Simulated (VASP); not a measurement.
# BaHPb in VASP: notebook

BaHPb is run at these levels: PBE; tasks: single point.

Everything below comes from runs of VASP 6.6.1. Logs are shortened: lines on timing, memory, paths and dates and some standing lists are left out, and cuts for length are marked.

## 1. The cell of the first run

It takes space group P4mm (No. 99, tetragonal). The conventional cell has a = 4.117 Å, b = 4.117 Å, c = 4.834 Å, α = 90.00°, β = 90.00°, γ = 90.00°. Ba (site symmetry 4mm) has 4 H at 2.95 Å and 8 Pb at 3.70 to 3.87 Å within 3.9 Å. H (site symmetry 4mm) has 2 Pb at 2.06 to 2.78 Å within 2.8 Å. Within 2.8 Å of Pb (site symmetry 4mm) lie 2 H at 2.06 to 2.78 Å.

## 2. Single point, PBE

Input file INCAR:

```
SYSTEM = BaHPb
PREC = Accurate
ENCUT = 520
EDIFF = 1E-6
ISMEAR = 0
SIGMA = 0.1
LREAL = .FALSE.
LASPH = .TRUE.
NELM = 80
ALGO = Normal
ISIF = 2
LWAVE = .FALSE.
LCHARG = .FALSE.
GGA = PE
NBANDS = 20
```

Input file KPOINTS:

```
Automatic mesh
0
G
  4 4 4
  0 0 0
```

Input file POSCAR:

```
BaHPb
1.0
    4.1173140966      0.0000000000      0.0000000000
    0.0000000000      4.1173140966      0.0000000000
    0.0000000000      0.0000000000      4.8337492367
Ba H Pb
1 1 1
Direct
    0.0000000000      0.0000000000      0.2904813729
    0.5000000000      0.5000000000      0.3920358363
    0.5000000000      0.5000000000      0.8174827909
```

Potentials or basis: VASP PAW PBE potentials, release 64 (Ba_sv, H, Pb_d).

Started as:

```sh
cat potpaw_PBE.64/Ba_sv/POTCAR potpaw_PBE.64/H/POTCAR potpaw_PBE.64/Pb_d/POTCAR > POTCAR
mpirun -np 1 vasp_std > vasp.out
```

OUTCAR:

```text
SYSTEM = BaHPb
   PREC = Accurate
   ENCUT = 520
   EDIFF = 1E-6
   ISMEAR = 0
   LREAL = .FALSE.
   LASPH = .TRUE.
   NELM = 80
   ISIF = 2
   GGA = PE

 ion  position               nearest neighbor table
   1  0.000  0.000  0.290-   3 3.70   3 3.70   3 3.70   3 3.70   3 3.87   3 3.87   3 3.87   3 3.87

   2  0.500  0.500  0.392-   3 2.06
   3  0.500  0.500  0.817-   2 2.06   1 3.70   1 3.70   1 3.70   1 3.70   1 3.87   1 3.87   1 3.87
                             1 3.87

  LATTYP: Found a simple tetragonal cell.
 ALAT       =     4.1173140966
 C/A-ratio  =     1.1740054616

  Lattice vectors:

 A1 = (   4.1173140966,   0.0000000000,   0.0000000000)
 A2 = (   0.0000000000,   4.1173140966,   0.0000000000)
 A3 = (   0.0000000000,   0.0000000000,   4.8337492367)

Analysis of symmetry for initial positions (statically):
=====================================================================
 Subroutine PRICEL returns:
 Original cell was already a primitive cell.

 Routine SETGRP: Setting up the symmetry group for a
 simple tetragonal supercell.

 Subroutine GETGRP returns: Found  8 space group operations
 (whereof  8 operations were pure point group operations)
 out of a pool of 16 trial point group operations.

The static configuration has the point symmetry C_4v.

Analysis of symmetry for dynamics (positions and initial velocities):
=====================================================================
 Subroutine PRICEL returns:
 Original cell was already a primitive cell.

 Routine SETGRP: Setting up the symmetry group for a
 simple tetragonal supercell.

 Subroutine GETGRP returns: Found  8 space group operations
 (whereof  8 operations were pure point group operations)
 out of a pool of 16 trial point group operations.

The dynamic configuration has the point symmetry C_4v.

 Subroutine INISYM returns: Found  8 space group operations
 (whereof  8 operations are pure point group operations),
 and found     1 'primitive' translations

----------------------------------------------------------------------------------------

                                     Primitive cell

  volume of cell :      81.9430

  direct lattice vectors                    reciprocal lattice vectors
     4.117314097  0.000000000  0.000000000     0.242876782  0.000000000  0.000000000
[... 76 lines left out ...]
   LNONCOLLINEAR =      F non collinear calculations
   LSORBIT =      F    spin-orbit coupling
   LASPH  =      T    aspherical Exc in radial PAW
   ENCUT  =  520.0 eV  38.22 Ry    6.18 a.u.   7.66  7.66  8.99*2*pi/ulx,y,z
   NELM   =     80;   NELMIN=  2; NELMDL= -5     # of ELM steps
   EDIFF  = 0.1E-05   stopping-criterion for ELM
   LREAL  =      F    real-space projection
   EDIFFG = 0.1E-04   stopping-criterion for IOM
   NSW    =      0    number of steps for IOM
   IBRION =     -1    ionic relax: 0-MD 1-quasi-New 2-CG
   NFREE  =      0    steps in history (QN), initial steepest desc. (CG)
   ISIF   =      2    stress and relaxation
   ISYM   =      2    0-nonsym 1-usesym 2-fastsym
   POTIM  = 0.5000    time-step for ionic-motion
   TEBEG  =    0.0;   TEEND  =   0.0 temperature during run
   PSTRESS=    0.0 pullay stress
   NELECT =      25.0000    total number of electrons
   NUPDOWN=      -1.0000    fix difference up-down
   EMIN   =  10.00;   EMAX   =-10.00  energy-range for DOS
   EFERMI =   0.00;   METHOD = LEGACY
   ISMEAR =     0;   SIGMA  =   0.10  broadening in eV -4-tet -1-fermi 0-gaus
   EFERMI_NEDOS =   21; number of points for ismear=-14 and -15
   IALGO  =     38    algorithm
   IMIX   =      4    mixing-type and parameters
     AMIX     =   0.40;   BMIX     =  1.00
     AMIX_MAG =   1.60;   BMIX_MAG =  1.00
  volume/ion in A,a.u.               =      27.31       184.33
  Fermi-wavevector in a.u.,A,eV,Ry     =   1.102091  2.082650 16.525699  1.214605
  Thomas-Fermi vector in A             =   2.238528
   LORBIT       =      0    0 simple, 1 ext, 2 COOP (PROOUT), +10 PAW based schemes
   GGA     = PE    functional components
   LHFCALC =     F    Hartree Fock is set to
   AEXX    =    0.0000 exact exchange contribution
   IVDW    =     0    specifies the selected vdW correction
   LEPSILON=     F    determine dielectric tensor
   LRPA    =     F    only Hartree local field effects (RPA)
 non-spin polarized calculation
 Gauss-broadening in eV      SIGMA  =   0.10
  energy-cutoff  :      520.00
  volume of cell :       81.94
 maximum number of plane-waves:      2236
 NGX is ok and might be reduce to    32

 number of electron      24.9999999 magnetization

 Free energy of the ion-electron system (eV)
  ---------------------------------------------------
  ext. energy  EPLUGINS =         0.00000000
  ---------------------------------------------------
  free energy    TOTEN  =        -9.67449042 eV

  energy without entropy =       -9.67070842  energy(sigma->0) =       -9.67259942

 E-fermi :   4.0637     XC(G=0):  -9.0397

 val. band max:        3.9817453302   @ k =   0.5000   0.2500   0.2500
 cond. band min:       4.2660965973   @ k =   0.5000   0.0000   0.0000
 fundamental gap:      0.2843512671
 Fermi energy:         4.0636751528

 k-point     1 :       0.0000    0.0000    0.0000
  band No.  band energies     occupation
      1     -24.4419      2.00000
      2     -12.5069      2.00000
      3     -12.4193      2.00000
      4     -12.4193      2.00000
      5     -12.3699      2.00000
      6     -12.3334      2.00000
[... 403 lines left out ...]
     19      10.3414      0.00000
     20      10.4494      0.00000

------------------------ aborting loop because EDIFF is reached ----------------------------------------

  FORCE on cell =-STRESS in cart. coord.  units (eV):
  Direction    XX          YY          ZZ          XY          YZ          ZX
  --------------------------------------------------------------------------------------
  -------------------------------------------------------------------------------------
  Total        0.1672224      0.1672224      0.1019373      0.0000000     -0.0000000      0.0000000
  in kB        3.2695875      3.2695875      1.9931121      0.0000000     -0.0000000      0.0000000
  external PRESSURE =       2.8440957 kB  Pullay stress =       0.0000000 kB

 VOLUME and BASIS-vectors are now :
 -----------------------------------------------------------------------------
  energy-cutoff  :      520.00
  volume of cell :       81.94
      direct lattice vectors                 reciprocal lattice vectors
     4.117314097  0.000000000  0.000000000     0.242876782  0.000000000  0.000000000
     0.000000000  4.117314097  0.000000000     0.000000000  0.242876782  0.000000000
     0.000000000  0.000000000  4.833749237     0.000000000  0.000000000  0.206878750

 POSITION                                       TOTAL-FORCE (eV/Angst)
 -----------------------------------------------------------------------------------
      0.00000      0.00000      1.40411        -0.000000      0.000000      0.004957
      2.05866      2.05866      1.89500        -0.000000     -0.000000      0.011319
      2.05866      2.05866      3.95151         0.000000      0.000000     -0.016277
 -----------------------------------------------------------------------------------
    total drift:                                0.000000     -0.000000     -0.000219

  FREE ENERGIE OF THE ION-ELECTRON SYSTEM (eV)
  ---------------------------------------------------
  free  energy   TOTEN  =        -9.6744904239 eV

  energy  without entropy=       -9.6707084204  energy(sigma->0) =       -9.67259942
```

OSZICAR:

```text
N       E                     dE             d eps       ncg     rms          rms(c)
DAV:   1     0.228126209371E+03    0.22813E+03   -0.11558E+04   720   0.120E+03
DAV:   2     0.945055999092E+01   -0.21868E+03   -0.21072E+03   740   0.321E+02
DAV:   3    -0.907044600899E+01   -0.18521E+02   -0.18271E+02  1008   0.105E+02
DAV:   4    -0.991390027394E+01   -0.84345E+00   -0.83853E+00  1004   0.161E+01
DAV:   5    -0.994483221829E+01   -0.30932E-01   -0.30922E-01  1004   0.276E+00    0.384E+00
DAV:   6    -0.971319270910E+01    0.23164E+00   -0.31230E-01   928   0.415E+00    0.204E+00
DAV:   7    -0.967215362778E+01    0.41039E-01   -0.19641E-01   968   0.273E+00    0.571E-01
DAV:   8    -0.967393404007E+01   -0.17804E-02   -0.28431E-02   852   0.112E+00    0.109E-01
DAV:   9    -0.967434048627E+01   -0.40645E-03   -0.14497E-03   940   0.261E-01    0.730E-02
DAV:  10    -0.967445975419E+01   -0.11927E-03   -0.18756E-04   864   0.113E-01    0.251E-02
DAV:  11    -0.967449122932E+01   -0.31475E-04   -0.47778E-05   860   0.561E-02    0.460E-03
DAV:  12    -0.967449042394E+01    0.80538E-06   -0.46602E-06   940   0.125E-02
   1 F= -.96744904E+01 E0= -.96725994E+01  d E =-.378200E-02
```

stdout:

```text
POSCAR found type information on POSCAR BaH Pb
 POSCAR found :  3 types and       3 ions
 scaLAPACK will be used
 LDA part: xc-table for (Slater+PW92), standard interpolation
 POSCAR, INCAR and KPOINTS ok, starting setup
 FFT: planning ... GRIDC
 FFT: planning ... GRID_SOFT
 FFT: planning ... GRID
 WAVECAR not read
 entering main loop
```

Run time: 31 s. Hardware: 1 thread of Intel Xeon 8259CL, shared host; peak memory 0.2 GiB.

What came out:

- Free energy: -9.6745 eV
- Pressure: 0.3 GPa
- Largest force: 0.016 eV/Å
- Band gap on the k mesh: zero (an odd number of electrons rules out a gap without spin polarisation)

Forces in eV/Å, atoms in the order of the input:
```
Ba   0.000  0.000  0.005
H    0.000  0.000  0.011
Pb   0.000  0.000 -0.016
```

Levels at points of the mesh, in eV from the Fermi level:
```csv
k point,band 9,band 10,band 11,band 12,band 13,band 14,band 15,band 16
"(0.00, 0.00, 0.00)",-13.53,-9.30,-2.79,-0.15,0.46,2.04,2.04,2.76
"(0.50, 0.00, 0.00)",-13.46,-8.26,-2.74,-2.40,0.20,0.95,0.96,4.25
"(0.50, 0.50, 0.00)",-13.48,-8.33,-2.09,-0.91,-0.91,0.85,1.19,1.95
"(0.00, 0.00, 0.50)",-13.50,-8.31,-5.56,0.68,0.99,0.99,3.11,4.12
"(0.50, 0.00, 0.50)",-13.46,-8.25,-4.29,-1.28,0.26,2.39,2.97,2.97
"(0.50, 0.50, 0.50)",-13.55,-7.56,-5.19,-1.99,-1.99,4.22,4.35,4.35
```

Caveat: the k points lie up to 0.38 Å⁻¹ apart, too coarse for converged energies and pressures of a metal; spin-orbit coupling is left out, which moves the levels of the heavy elements.

## 3. Single point, PBE

This run uses another cell than the first one: it holds 6 atoms, not 3.

Input file INCAR:

```
  ALGO = Normal
  EDIFF = 1E-6
  ENCUT = 520
  GGA = PE
  ISIF = 2
  ISMEAR = 0
  LASPH = True
  LCHARG = False
  LREAL = False
  LWAVE = False
  NBANDS = 34
  NELM = 80
  PREC = Accurate
  SIGMA = 0.1
```

Input file KPOINTS:

```
k-points
0
Gamma
  4 4 2
```

Input file POSCAR:

```
BaHPb
1.0
    4.1174923920      0.0000241809     -0.0010922228
    0.0000332999      4.1171347509      0.0027301715
    0.0036816388      0.0024952453      9.6674974503
Ba H Pb
2 2 2
Direct
    1.0001182418      0.0001160193     -0.1452185352
    1.0002004547     -0.0000435267      0.3547371624
    0.4991836070      0.5000620932      0.3039815908
    0.4998918872      0.4996054708      0.8039825730
    0.5001844737      0.5001205268      0.0912645445
    0.5004213356      0.5001394166      0.5912526646
```

Potentials or basis: VASP PAW PBE potentials, release 64 (Ba_sv, H, Pb_d).

Started as:

```sh
cat potpaw_PBE.64/Ba_sv/POTCAR potpaw_PBE.64/H/POTCAR potpaw_PBE.64/Pb_d/POTCAR > POTCAR
mpirun -np 1 vasp_std > vasp.out
```

OUTCAR:

```text
EDIFF = 1E-6
   ENCUT = 520
   GGA = PE
   ISIF = 2
   ISMEAR = 0
   LASPH = True
   LREAL = False
   NELM = 80
   PREC = Accurate

 ion  position               nearest neighbor table
   1  0.000  0.000  0.855-   5 3.70   5 3.70   5 3.70   5 3.70   6 3.87   6 3.87   6 3.87   6 3.87

   2  0.000  1.000  0.355-   6 3.70   6 3.70   6 3.70   6 3.70   5 3.87   5 3.87   5 3.87   5 3.87

   3  0.499  0.500  0.304-   5 2.06
   4  0.500  0.500  0.804-   6 2.06
   5  0.500  0.500  0.091-   3 2.06   1 3.70   1 3.70   1 3.70   1 3.70   2 3.87   2 3.87   2 3.87
                             2 3.87
   6  0.500  0.500  0.591-   4 2.06   2 3.70   2 3.70   2 3.70   2 3.70   1 3.87   1 3.87   1 3.87
                             1 3.87

  LATTYP: Found a triclinic cell.
 ALAT       =    10.5111686964
 B/A-ratio  =     0.3916915212
 C/A-ratio  =     0.3917254737
 COS(alpha) =     0.0000137849
 COS(beta)  =     0.0001116877
 COS(gamma) =     0.3925388127

  Lattice vectors:

 A1 = (  -0.0037149387,  -4.1196299962,  -9.6702276218)
 A2 = (  -0.0000332999,  -4.1171347509,  -0.0027301715)
 A3 = (  -4.1174923920,  -0.0000241809,   0.0010922228)

Analysis of symmetry for initial positions (statically):
=====================================================================
 Subroutine PRICEL returns:
 Original cell was already a primitive cell.

 Routine SETGRP: Setting up the symmetry group for a
 triclinic supercell.

 Subroutine GETGRP returns: Found  1 space group operations
 (whereof  1 operations were pure point group operations)
 out of a pool of  2 trial point group operations.

The static configuration has the point symmetry C_1 .

Analysis of symmetry for dynamics (positions and initial velocities):
=====================================================================
 Subroutine PRICEL returns:
[... 132 lines left out ...]
     AMIX_MAG =   1.60;   BMIX_MAG =  1.00
  volume/ion in A,a.u.               =      27.31       184.33
  Fermi-wavevector in a.u.,A,eV,Ry     =   1.102091  2.082650 16.525704  1.214605
  Thomas-Fermi vector in A             =   2.238529
   LORBIT       =      0    0 simple, 1 ext, 2 COOP (PROOUT), +10 PAW based schemes
   GGA     = PE    functional components
   LHFCALC =     F    Hartree Fock is set to
   AEXX    =    0.0000 exact exchange contribution
   IVDW    =     0    specifies the selected vdW correction
   LEPSILON=     F    determine dielectric tensor
   LRPA    =     F    only Hartree local field effects (RPA)
 non-spin polarized calculation
 Gauss-broadening in eV      SIGMA  =   0.10
  energy-cutoff  :      520.00
  volume of cell :      163.89
 maximum number of plane-waves:      4452
 NGX is ok and might be reduce to    32

 number of electron      49.9999999 magnetization

 Free energy of the ion-electron system (eV)
  ---------------------------------------------------
  ext. energy  EPLUGINS =         0.00000000
  ---------------------------------------------------
  free energy    TOTEN  =       -19.34905119 eV

  energy without entropy =      -19.34148815  energy(sigma->0) =      -19.34526967

 E-fermi :   4.0636     XC(G=0):  -9.0397

 val. band max:        3.9829969234   @ k =   0.5000   0.2500   0.5000
 cond. band min:       4.2659854776   @ k =   0.5000  -0.0000  -0.0000
 fundamental gap:      0.2829885543
 Fermi energy:         4.0636418599

 k-point     1 :       0.0000    0.0000    0.0000
  band No.  band energies     occupation
      1     -24.4421      2.00000
      2     -24.4362      2.00000
      3     -12.5070      2.00000
      4     -12.4711      2.00000
      5     -12.4316      2.00000
      6     -12.4316      2.00000
[... 729 lines left out ...]
     33       7.4574      0.00000
     34       7.4577      0.00000

------------------------ aborting loop because EDIFF is reached ----------------------------------------

  FORCE on cell =-STRESS in cart. coord.  units (eV):
  Direction    XX          YY          ZZ          XY          YZ          ZX
  --------------------------------------------------------------------------------------
  -------------------------------------------------------------------------------------
  Total        0.3471640      0.3510358      0.2212904     -0.0002264     -0.0125620     -0.0018823
  in kB        3.3939338      3.4317849      2.1633722     -0.0022135     -0.1228078     -0.0184022
  external PRESSURE =       2.9963636 kB  Pullay stress =       0.0000000 kB

 VOLUME and BASIS-vectors are now :
 -----------------------------------------------------------------------------
  energy-cutoff  :      520.00
  volume of cell :      163.89
      direct lattice vectors                 reciprocal lattice vectors
     4.117492392  0.000024181 -0.001092223     0.242866241 -0.000001903 -0.000092489
     0.000033300  4.117134751  0.002730172    -0.000001443  0.242887404 -0.000062690
     0.003681639  0.002495245  9.667497450     0.000027439 -0.000068593  0.103439393

 POSITION                                       TOTAL-FORCE (eV/Angst)
 -----------------------------------------------------------------------------------
      0.00363      0.00261      8.26360         0.000513     -0.000338     -0.005440
      0.00216      4.11784      3.43215        -0.000666      0.001289     -0.004261
      2.05652      2.05959      2.93956         0.002267     -0.000085     -0.011163
      2.06128      2.05896      7.77332         0.000739      0.001156     -0.011517
      2.05986      2.05930      0.88312        -0.001054     -0.000708      0.015831
      2.06267      2.06063      5.71675        -0.001800     -0.001314      0.016550
 -----------------------------------------------------------------------------------
    total drift:                                0.000058      0.000033      0.000899

  FREE ENERGIE OF THE ION-ELECTRON SYSTEM (eV)
  ---------------------------------------------------
  free  energy   TOTEN  =       -19.3490511859 eV

  energy  without entropy=      -19.3414881478  energy(sigma->0) =      -19.34526967
```

Run time: 2.8 min. Hardware: 1 thread of Intel Xeon 8259CL, shared host; peak memory 0.32 GiB.

Results:

```yaml
Free_energy: -19.3491 eV
Pressure: 0.3 GPa
Largest_force: 0.017 eV/Å
Band_gap_on_the_k_mesh: zero (bands 25 and 26 overlap by 2.84 eV)
```

Forces on the atoms (eV/Å):
```
Ba   0.001  0.000 -0.005
Ba  -0.001  0.001 -0.004
H    0.002  0.000 -0.011
H    0.001  0.001 -0.012
Pb  -0.001 -0.001  0.016
Pb  -0.002 -0.001  0.017
```

Stress tensor (GPa, compression positive):
```
 0.34  0.00  0.00
 0.00  0.34 -0.01
 0.00 -0.01  0.22
```

Caveat: the k points lie up to 0.38 Å⁻¹ apart, too coarse for converged energies and pressures of a metal; spin-orbit coupling is left out, which moves the levels of the heavy elements.

The gap in the log of VASP goes by the Fermi energy; the results here count the filled bands.